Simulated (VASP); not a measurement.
Set up this calculation in VASP 6.6.1, as the native input.

```yaml
Task: single point
Functional: PBE
Dispersion: D3(BJ)
Potentials_or_basis: VASP PAW PBE potentials, release 64 (F)
Cutoff: 520 eV
k_mesh: 8 × 8 × 4
Occupations: gaussian, width 0.05 eV
Spin: no spin polarisation
Dipole_correction: no
Further_INCAR_settings: ALGO = Normal; EDIFF = 1e-06; NBANDS = 22
```

The structure of F lies in POSCAR:

```
F
1.0
    2.7494136285     -1.8932970014      0.2901536877
    2.7494136285      1.8932970014      0.2901536877
   -0.8736623966      0.0000000000      7.1325263271
F
4
Direct
    0.9138648456      0.5855481450      0.0939279973
    0.4144518550      0.0861351544      0.4060720027
    0.0861351544      0.4144518550      0.9060720027
    0.5855481450      0.9138648456      0.5939279973
```

The input as run:

INCAR

```
ALGO     = Normal         # electronic algorithm
EDIFF    = 1E-6           # SCF threshold, eV
ENCUT    = 520            # plane-wave cutoff, eV
GGA      = PE             # functional
ISIF     = 2              # what is computed and relaxed
ISMEAR   = 0              # smearing method
IVDW     = 12             # dispersion correction
LASPH    = T              # aspherical terms in the spheres
LCHARG   = F              # write CHGCAR
LREAL    = F              # projectors in reciprocal space
LWAVE    = F              # write WAVECAR
NBANDS   = 22             # bands
NELM     = 100            # most SCF steps
PREC     = Accurate       # precision mode
SIGMA    = 0.05           # smearing width, eV
```

KPOINTS

```
k-points
0
Gamma
  8 8 4
```

Potentials or basis: VASP PAW PBE potentials, release 64 (F).

Command:

```bash
$ cat potpaw_PBE.64/F/POTCAR > POTCAR
$ mpirun -np 1 vasp_std > vasp.out
```

Results of the run:

The pressure is -4.8 GPa, the largest force is 1.913 eV/Å and the band gap on the k mesh is 2.19 eV. The dispersion energy per atom is -0.024 eV.

Caveat: the cell stands under tension; forces of over 1 eV/Å act on the atoms, so gaps and moduli don't describe the material at rest.

It took 39 s on 1 thread of Intel(R) Xeon(R) 6975P-C (Granite Rapids) (shared host), peak memory 0.24 GiB.
